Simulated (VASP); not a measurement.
# Si4NiPt3 (P4mm) in VASP: single point with PBE

Aim: the single point of Si4NiPt3 with PBE.

Everything below comes from runs of VASP 6.6.1. Logs are shortened: lines on timing, memory, paths and dates and some standing lists are left out, and cuts for length are marked.

**1. The cell of the first run**

The structure is tetragonal, space group P4mm (No. 99). Conventional cell: a = 4.785 Å, b = 4.785 Å, c = 4.943 Å, α = 90.00°, β = 90.00°, γ = 90.00°. Si (site symmetry 4mm) has 2 Ni at 2.34 to 2.60 Å and 4 Pt at 2.56 Å and 4 Si at 2.85 Å within 3.1 Å. Si (site symmetry 4mm) has 6 Pt at 2.42 to 2.52 Å and 4 Si at 2.91 Å within 3.2 Å. Si (site symmetry 2mm) has 4 Pt at 2.45 to 2.51 Å and 2 Ni at 2.52 Å and 4 Si at 2.85 to 2.91 Å within 3.2 Å. Within 3.1 Å of Ni (site symmetry 4mm) lie 6 Si at 2.34 to 2.60 Å and 4 Pt at 2.93 Å. Pt (site symmetry 4mm) has 6 Si at 2.42 to 2.52 Å and 4 Pt at 2.95 Å within 3.2 Å. Pt (site symmetry 2mm) has 6 Si at 2.45 to 2.56 Å and 2 Ni at 2.93 Å and 2 Pt at 2.95 Å within 3.2 Å.

**2. Single point, PBE**

POSCAR reads:

```
Si4NiPt3
1.0
    4.7846957000      0.0000000000      0.0000000000
    0.0000000000      4.7846957000      0.0000000000
    0.0000000000      0.0000000000      4.9429167000
Si Ni Pt
4 1 3
Direct
    0.0000000000      0.0000000000      0.1465230000
    0.5000000000      0.5000000000      0.1703830000
    0.5000000000      0.0000000000      0.8348610000
    0.0000000000      0.5000000000      0.8348610000
    0.0000000000      0.0000000000      0.6733890000
    0.5000000000      0.5000000000      0.6805060000
    0.5000000000      0.0000000000      0.3297390000
    0.0000000000      0.5000000000      0.3297390000
```

INCAR.step1 reads:

```
SYSTEM = Si4NiPt3
PREC = Accurate ; ENCUT = 520
EDIFF = 1E-6 ; ISMEAR = 0
SIGMA = 0.1 ; LREAL = .FALSE.
LASPH = .TRUE. ; NELM = 60
ALGO = Fast ; ISIF = 2
LWAVE = .FALSE. ; LCHARG = .TRUE.
LMAXMIX = 4 ; GGA = PE
NBANDS = 38
```

KPOINTS.step1 reads:

```
regular mesh
0
G
  8 8 8
  0 0 0
```

INCAR.step2 reads:

```
SYSTEM = Si4NiPt3
PREC = Accurate ; ENCUT = 520
EDIFF = 1E-6 ; ISMEAR = -5
SIGMA = 0.1 ; LREAL = .FALSE.
LASPH = .TRUE. ; NELM = 60
ALGO = Fast ; ISIF = 2
LWAVE = .FALSE. ; LCHARG = .FALSE.
LMAXMIX = 4 ; GGA = PE
LORBIT = 11 ; NEDOS = 1001
ICHARG = 11
```

KPOINTS.step2 reads:

```
regular mesh
0
G
  12 12 12
  0 0 0
```

Potentials or basis: VASP PAW PBE potentials, release 64 (Si, Ni, Pt).

On the command line:

```sh
> cat potpaw_PBE.64/Si/POTCAR potpaw_PBE.64/Ni/POTCAR potpaw_PBE.64/Pt/POTCAR > POTCAR
> cp INCAR.step1 INCAR
> cp KPOINTS.step1 KPOINTS
> mpirun -np 1 vasp_std > vasp.out
> cp INCAR.step2 INCAR
> cp KPOINTS.step2 KPOINTS
> mpirun -np 1 vasp_std > vasp.out
```

OUTCAR:

```text
SYSTEM = Si4NiPt3
   PREC = Accurate
   ENCUT = 520
   EDIFF = 1E-6
   ISMEAR = -5
   LREAL = .FALSE.
   LASPH = .TRUE.
   NELM = 60
   ISIF = 2
   GGA = PE
   LORBIT = 11
   ICHARG = 11

 ion  position               nearest neighbor table
   1  0.000  0.000  0.147-   5 2.34   7 2.56   8 2.56   8 2.56   7 2.56   5 2.60   4 2.85   4 2.85
                             3 2.85   3 2.85
   2  0.500  0.500  0.170-   6 2.42   7 2.52   8 2.52   7 2.52   8 2.52   6 2.52   3 2.91   4 2.91
                             4 2.91   3 2.91
   3  0.500  0.000  0.835-   7 2.45   7 2.50   6 2.51   6 2.51   5 2.52   5 2.52   1 2.85   1 2.85
                             2 2.91   2 2.91
   4  0.000  0.500  0.835-   8 2.45   8 2.50   6 2.51   6 2.51   5 2.52   5 2.52   1 2.85   1 2.85
                             2 2.91   2 2.91
   5  0.000  0.000  0.673-   1 2.34   3 2.52   4 2.52   4 2.52   3 2.52   1 2.60   8 2.93   8 2.93
                             7 2.93   7 2.93
   6  0.500  0.500  0.681-   2 2.42   3 2.51   4 2.51   3 2.51   4 2.51   2 2.52   8 2.95   7 2.95
                             7 2.95   8 2.95
   7  0.500  0.000  0.330-   3 2.45   3 2.50   2 2.52   2 2.52   1 2.56   1 2.56   5 2.93   5 2.93
                             6 2.95   6 2.95   8 3.38   8 3.38   8 3.38   8 3.38
   8  0.000  0.500  0.330-   4 2.45   4 2.50   2 2.52   2 2.52   1 2.56   1 2.56   5 2.93   5 2.93
                             6 2.95   6 2.95   7 3.38   7 3.38   7 3.38   7 3.38

  LATTYP: Found a simple tetragonal cell.
 ALAT       =     4.7846957000
 C/A-ratio  =     1.0330681427

  Lattice vectors:

 A1 = (   4.7846957000,   0.0000000000,   0.0000000000)
 A2 = (   0.0000000000,   4.7846957000,   0.0000000000)
 A3 = (   0.0000000000,   0.0000000000,   4.9429167000)

Analysis of symmetry for initial positions (statically):
=====================================================================
 Subroutine PRICEL returns:
 Original cell was already a primitive cell.

 Routine SETGRP: Setting up the symmetry group for a
 simple tetragonal supercell.

 Subroutine GETGRP returns: Found  8 space group operations
 (whereof  8 operations were pure point group operations)
 out of a pool of 16 trial point group operations.

The static configuration has the point symmetry C_4v.

Analysis of symmetry for dynamics (positions and initial velocities):
=====================================================================
 Subroutine PRICEL returns:
 Original cell was already a primitive cell.

 Routine SETGRP: Setting up the symmetry group for a
 simple tetragonal supercell.

 Subroutine GETGRP returns: Found  8 space group operations
 (whereof  8 operations were pure point group operations)
 out of a pool of 16 trial point group operations.

The dynamic configuration has the point symmetry C_4v.

 Subroutine INISYM returns: Found  8 space group operations
 (whereof  8 operations are pure point group operations),
 and found     1 'primitive' translations

----------------------------------------------------------------------------------------

                                     Primitive cell

  volume of cell :     113.1597

  direct lattice vectors                    reciprocal lattice vectors
     4.784695700  0.000000000  0.000000000     0.208999707  0.000000000  0.000000000
     0.000000000  4.784695700  0.000000000     0.000000000  0.208999707  0.000000000
     0.000000000  0.000000000  4.942916700     0.000000000  0.000000000  0.202309701

  length of vectors
     4.784695700  4.784695700  4.942916700     0.208999707  0.208999707  0.202309701

  position of ions in fractional coordinates (direct lattice)
     0.000000000  0.000000000  0.146523000
     0.500000000  0.500000000  0.170383000
     0.500000000  0.000000000  0.834861000
     0.000000000  0.500000000  0.834861000
     0.000000000  0.000000000  0.673389000
     0.500000000  0.500000000  0.680506000
     0.500000000  0.000000000  0.329739000
     0.000000000  0.500000000  0.329739000

  ion indices of the primitive-cell ions
   primitive index   ion index
                 1           1
                 2           2
                 3           3
                 4           4
                 5           5
                 6           6
                 7           7
                 8           8

----------------------------------------------------------------------------------------

 KPOINTS: regular mesh

Automatic generation of k-mesh.
 Grid dimensions read from file:
 generate k-points for:   12   12   12

 Generating k-lattice:

  Cartesian coordinates                     Fractional coordinates (reciprocal lattice)
     0.017416642  0.000000000  0.000000000     0.083333333  0.000000000  0.000000000
     0.000000000  0.017416642  0.000000000     0.000000000  0.083333333  0.000000000
     0.000000000  0.000000000  0.016859142     0.000000000  0.000000000  0.083333333

  Length of vectors
     0.017416642  0.017416642  0.016859142

  Shift w.r.t. Gamma in fractional coordinates (k-lattice)
     0.000000000  0.000000000  0.000000000

 TETIRR: Found   2592 inequivalent tetrahedra from    10368

 Subroutine IBZKPT returns following result:
 ===========================================

 Found    196 irreducible k-points:

 Following reciprocal coordinates:
            Coordinates               Weight
  0.000000  0.000000  0.000000      1.000000
  0.083333  0.000000  0.000000      4.000000
  0.166667  0.000000  0.000000      4.000000
  0.250000  0.000000  0.000000      4.000000
  0.333333  0.000000  0.000000      4.000000
  0.416667  0.000000  0.000000      4.000000
[... 16 lines left out ...]
  0.333333  0.333333  0.000000      4.000000
  0.416667  0.333333  0.000000      8.000000
 [... further k-points ...]
   k-points           NKPTS =    196   k-points in BZ     NKDIM =    196   number of bands    NBANDS=     33
   number of dos      NEDOS =   1001   number of ions     NIONS =      8
   total plane-waves  NPLWV =  51840
   dimension x,y,z NGX =    36 NGY =   36 NGZ =   40
   dimension x,y,z NGXF=    72 NGYF=   72 NGZF=   80
   ions per type =               4   1   3
   NGX,Y,Z   is equivalent  to a cutoff of  12.51, 12.51, 13.45 a.u.
   NGXF,Y,Z  is equivalent  to a cutoff of  25.02, 25.02, 26.91 a.u.
 SYSTEM =  Si4NiPt3
   PREC   = accura    normal or accurate (medium, high low for compatibility)
   ISTART =      0    job   : 0-new  1-cont  2-samecut
   ICHARG =     11    charge: 1-file 2-atom 10-const
   ISPIN  =      1    spin polarized calculation?
   LNONCOLLINEAR =      F non collinear calculations
   LSORBIT =      F    spin-orbit coupling
   LASPH  =      T    aspherical Exc in radial PAW
   ENCUT  =  520.0 eV  38.22 Ry    6.18 a.u.   8.90  8.90  9.19*2*pi/ulx,y,z
   NELM   =     60;   NELMIN=  2; NELMDL=  0     # of ELM steps
   EDIFF  = 0.1E-05   stopping-criterion for ELM
   LREAL  =      F    real-space projection
   EDIFFG = 0.1E-04   stopping-criterion for IOM
   NSW    =      0    number of steps for IOM
   IBRION =     -1    ionic relax: 0-MD 1-quasi-New 2-CG
   NFREE  =      0    steps in history (QN), initial steepest desc. (CG)
   ISIF   =      2    stress and relaxation
   ISYM   =      2    0-nonsym 1-usesym 2-fastsym
   POTIM  = 0.5000    time-step for ionic-motion
   TEBEG  =    0.0;   TEEND  =   0.0 temperature during run
   PSTRESS=    0.0 pullay stress
   NELECT =      56.0000    total number of electrons
   NUPDOWN=      -1.0000    fix difference up-down
   EMIN   =  10.00;   EMAX   =-10.00  energy-range for DOS
   EFERMI =   0.00;   METHOD = LEGACY
   ISMEAR =    -5;   SIGMA  =   0.10  broadening in eV -4-tet -1-fermi 0-gaus
   EFERMI_NEDOS =   21; number of points for ismear=-14 and -15
   IALGO  =     68    algorithm
   IMIX   =      4    mixing-type and parameters
     AMIX     =   0.40;   BMIX     =  1.00
     AMIX_MAG =   1.60;   BMIX_MAG =  1.00
  volume/ion in A,a.u.               =      14.14        95.45
  Fermi-wavevector in a.u.,A,eV,Ry     =   1.294912  2.447029 22.814203  1.676797
  Thomas-Fermi vector in A             =   2.426465
   LORBIT       =     11    0 simple, 1 ext, 2 COOP (PROOUT), +10 PAW based schemes
   GGA     = PE    functional components
   LHFCALC =     F    Hartree Fock is set to
   AEXX    =    0.0000 exact exchange contribution
   IVDW    =     0    specifies the selected vdW correction
   LEPSILON=     F    determine dielectric tensor
   LRPA    =     F    only Hartree local field effects (RPA)
 non-spin polarized calculation
 RMM-DIIS sequential band-by-band and
 Fermi weights with tetrahedron method with Bloechl corrections
  energy-cutoff  :      520.00
  volume of cell :      113.16
 maximum number of plane-waves:      3088
 NGX is ok and might be reduce to    36

 number of electron      55.9999987 magnetization

 Free energy of the ion-electron system (eV)
  ---------------------------------------------------
  ext. energy  EPLUGINS =         0.00000000
  ---------------------------------------------------
  free energy    TOTEN  =       -49.76352404 eV

  energy without entropy =      -49.76352404  energy(sigma->0) =      -49.76352404

 E-fermi :  11.2798     XC(G=0): -12.2700

 val. band max:       11.3973603429   @ k =   0.5000   0.0000   0.5000
 cond. band min:      11.1947823565   @ k =   0.4167   0.0000   0.0000
 fundamental gap:     -0.2025779864
 Fermi energy:        11.2797567033

 k-point     1 :       0.0000    0.0000    0.0000
  band No.  band energies     occupation
      1      -2.2348      2.00000
      2       1.3210      2.00000
      3       1.6284      2.00000
      4       2.1774      2.00000
      5       4.3267      2.00000
      6       4.3267      2.00000
[... 853 lines left out ...]
     32      13.0170      0.00000
     33      13.3978      0.00000

 [... further k-points ...]

------------------------ aborting loop because EDIFF is reached ----------------------------------------

  FORCE on cell =-STRESS in cart. coord.  units (eV):
  Direction    XX          YY          ZZ          XY          YZ          ZX
  --------------------------------------------------------------------------------------
  -------------------------------------------------------------------------------------
  Total       -0.0458058     -0.0458058     -0.2894704      0.0000000      0.0000000      0.0000000
  in kB       -0.6485432     -0.6485432     -4.0984792      0.0000000      0.0000000      0.0000000
  external PRESSURE =      -1.7985219 kB  Pullay stress =       0.0000000 kB

 VOLUME and BASIS-vectors are now :
 -----------------------------------------------------------------------------
  energy-cutoff  :      520.00
  volume of cell :      113.16
      direct lattice vectors                 reciprocal lattice vectors
     4.784695700  0.000000000  0.000000000     0.208999707  0.000000000  0.000000000
     0.000000000  4.784695700  0.000000000     0.000000000  0.208999707  0.000000000
     0.000000000  0.000000000  4.942916700     0.000000000  0.000000000  0.202309701

 POSITION                                       TOTAL-FORCE (eV/Angst)
 -----------------------------------------------------------------------------------
      0.00000      0.00000      0.72425        -0.000000      0.000000      0.003044
      2.39235      2.39235      0.84219        -0.000000     -0.000000      0.002959
      2.39235      0.00000      4.12665         0.000000      0.000000      0.005197
      0.00000      2.39235      4.12665         0.000000      0.000000      0.005197
      0.00000      0.00000      3.32851         0.000000      0.000000     -0.009926
      2.39235      2.39235      3.36368         0.000000     -0.000000      0.013358
      2.39235      0.00000      1.62987         0.000000      0.000000     -0.009915
      0.00000      2.39235      1.62987         0.000000      0.000000     -0.009915
 -----------------------------------------------------------------------------------
    total drift:                                0.000000     -0.000000     -0.000190

  FREE ENERGIE OF THE ION-ELECTRON SYSTEM (eV)
  ---------------------------------------------------
  free  energy   TOTEN  =       -49.7635240406 eV

  energy  without entropy=      -49.7635240406  energy(sigma->0) =      -49.76352404

 total charge

# of ion       s       p       d       tot
------------------------------------------
    1        0.737   0.803   0.000   1.539
    2        0.738   0.822   0.000   1.560
    3        0.741   0.811   0.000   1.552
    4        0.741   0.811   0.000   1.552
    5        0.424   0.455   8.424   9.303
    6        0.715   0.744   8.157   9.616
    7        0.705   0.697   8.164   9.567
    8        0.705   0.697   8.164   9.567
--------------------------------------------------
tot          5.507   5.840  32.910  44.257
```

Wall time 19 min (1 thread of Oxide Virtual Turin-like, shared host); peak memory 0.69 GiB.

Results:

```yaml
Valence_electrons_inside_the_program's_atomic_spheres: Si 1.54, 1.56, 1.55 (each value once); Ni 9.30; Pt 9.62, 9.57 (each value once)
```

Caveat: spin-orbit coupling is left out, which moves the levels of the heavy elements.
